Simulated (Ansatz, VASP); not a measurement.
**Two plane-wave programs on SiC**

The input INCAR:

```
SYSTEM = SiC
PREC     = Accurate       ! precision mode
ENCUT    = 520            ! plane-wave cutoff, eV
EDIFF    = 1E-6           ! SCF threshold, eV
ISMEAR   = 0              ! smearing method
SIGMA    = 0.05           ! smearing width, eV
LREAL    = .False.        ! projectors in reciprocal space
LASPH    = .True.         ! aspherical terms in the spheres
NELM     = 60             ! most SCF steps
ALGO     = Normal         ! electronic algorithm
ISIF     = 2              ! what is computed and relaxed
LWAVE    = .False.        ! write WAVECAR
LCHARG   = .True.         ! write CHGCAR
GGA      = PE             ! functional
LELF     = .True.         ! ELF
LVHAR    = .True.       
NBANDS   = 11             ! bands
```

File KPOINTS:

```
Automatic mesh
0
Gamma
  20 20 20
  0 0 0
```

POSCAR

```
SiC
1.0
    0.0000000000      1.8512014805      1.8512014805
    1.8512014805      0.0000000000      1.8512014805
    1.8512014805      1.8512014805      0.0000000000
C Si
1 1
Direct
    0.0000000000      0.0000000000      0.0000000000
    0.5000000000      0.5000000000      0.5000000000
```

Input for Ansatz:

```yaml
crystal:
  lattice:
    - [0.0, 1.8512014805, 1.8512014805]
    - [1.8512014805, 0.0, 1.8512014805]
    - [1.8512014805, 1.8512014805, 0.0]
  atoms:
    - { symbol: C, position: [0.0, 0.0, 0.0] }
    - { symbol: Si, position: [0.5, 0.5, 0.5] }
basis:
  ecutwfc: 420
  ecutrho_ratio: 4
kpoints:
  mp_grid: { grid: [20, 20, 20] }
hamiltonian:
  xc: pbe
scf:
  occupations: { method: gaussian, width: 0.05 }
output:
  forces: true
  stress: true
  eigenvalues: true
```

Alike in both runs: task single point; functional PBE; k mesh 20 × 20 × 20; occupations gaussian, width 0.05 eV; no spin polarisation.

|  | VASP | Ansatz |
| --- | --- | --- |
| version | VASP 6.6.1 | Ansatz 0.2.0 |
| potentials or method | VASP PAW PBE potentials, release 64 (C, Si), cutoff 520 eV | scalar-relativistic, plane waves, PAW |
| valence electrons in the cell | 8 | 8 |

|  | VASP | Ansatz | Ansatz less VASP |
| --- | --- | --- | --- |
| gap on the k mesh at the Fermi level (eV) | 1.10 | 1.13 | +0.022 |
| least direct gap on the mesh (eV) | 6.57 | 6.58 | +0.014 |
